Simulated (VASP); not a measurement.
The system is SrB.

```xyz
8
Lattice="5.2432 0.0000 0.0000 0.0000 5.2432 0.0000 0.0000 0.0000 5.2432" Properties=species:S:1:pos:R:3 pbc="T T T"
Sr    0.7026    0.7026    0.7026
Sr    1.9190    4.5406    3.3242
Sr    3.3242    1.9190    4.5406
Sr    4.5406    3.3242    1.9190
B     4.4279    4.4279    4.4279
B     3.4369    0.8153    1.8063
B     1.8063    3.4369    0.8153
B     0.8153    1.8063    3.4369
```

| Item | Value |
| --- | --- |
| Program | VASP 6.6.1 |
| Task | relaxation of cell and atoms |
| Functional | PBE |
| Potentials or basis | VASP PAW PBE potentials, release 64 (Sr_sv, B) |
| Cutoff | 600 eV |
| k mesh | 4 × 4 × 4 |
| Occupations | gaussian, width 0.1 eV |
| Spin | no spin polarisation |

At the start: pressure 15.0 GPa; volume 18.02 Å³/atom.

Q: How do energy, volume and symmetry change on relaxing?

A: Over 17 steps the energy falls by 407.5 meV/atom and the volume is 23.02 Å³/atom (+27.8 %); space group P2_13 (No. 198, to 0.05 Å).

The path:
```csv
step,energy change (eV),largest force (eV/Å),pressure (GPa),volume (Å³)
1,0.0000,1.9430,14.96,144.14
2,-2.0808,0.9841,0.26,182.16
3,-2.1216,0.8711,-1.27,189.82
4,-2.3165,0.8661,-1.11,187.12
5,-2.8284,0.7198,-0.12,179.18
6,-2.8976,0.5324,5.46,163.98
7,-3.0835,0.3637,1.63,172.26
8,-3.1029,0.1411,2.60,169.62
9,-3.2137,0.1885,0.79,179.16
10,-3.2159,0.2103,0.52,180.94
11,-3.2351,0.1511,-0.11,183.35
12,-3.2369,0.1272,-0.35,184.35
13,-3.2447,0.0794,-0.05,182.94
14,-3.2465,0.0779,0.18,181.88
15,-3.2504,0.0799,0.09,182.64
16,-3.2564,0.0874,-0.18,184.94
17,-3.2597,0.0359,0.10,184.16
```

Final structure:
```
CELL_PARAMETERS angstrom
5.68942 0.00000 0.00000
0.00000 5.68942 0.00000
0.00000 0.00000 5.68942
ATOMIC_POSITIONS crystal
Sr 0.19518 0.19518 0.19518
Sr 0.30482 0.80482 0.69518
Sr 0.69518 0.30482 0.80482
Sr 0.80482 0.69518 0.30482
B 0.82323 0.82323 0.82323
B 0.67677 0.17677 0.32323
B 0.32323 0.67677 0.17677
B 0.17677 0.32323 0.67677
```

Caveat: the volume moved by over 15 % at a fixed basis, so the end points are rough.
